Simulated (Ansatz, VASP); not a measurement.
# One calculation of As, two programs

```
CELL_PARAMETERS angstrom
-2.64931 2.64931 1.44525
2.64931 -2.64931 1.44525
2.64931 2.64931 -1.44525
ATOMIC_POSITIONS crystal
As 0.00000 0.00000 0.00000
As 0.75000 0.25000 0.50000
```

Alike in both runs: task single point; functional PBE; k mesh 8 × 8 × 8; occupations gaussian, width 0.1 eV; no spin polarisation.

```csv
,VASP,Ansatz
version,VASP 6.6.1,Ansatz 0.2.0
potentials or method,"VASP PAW PBE potentials, release 64 (As), cutoff 520 eV","scalar-relativistic, plane waves, PAW"
valence electrons in the cell,10,30
```

```csv
,VASP,Ansatz,Ansatz less VASP
gap on the k mesh at the Fermi level (eV),none,none,-
pressure (GPa),0.5,0.3,-0.12
"traceless stress, the component that is largest in VASP (GPa)",-3.30,-3.27,+0.031
```

A gap of «none» marks a metal or a gap that the smearing closes. VASP's potentials hold 10 valence electrons a cell and Ansatz's 30, so a difference there can come from the potentials and not from the codes.
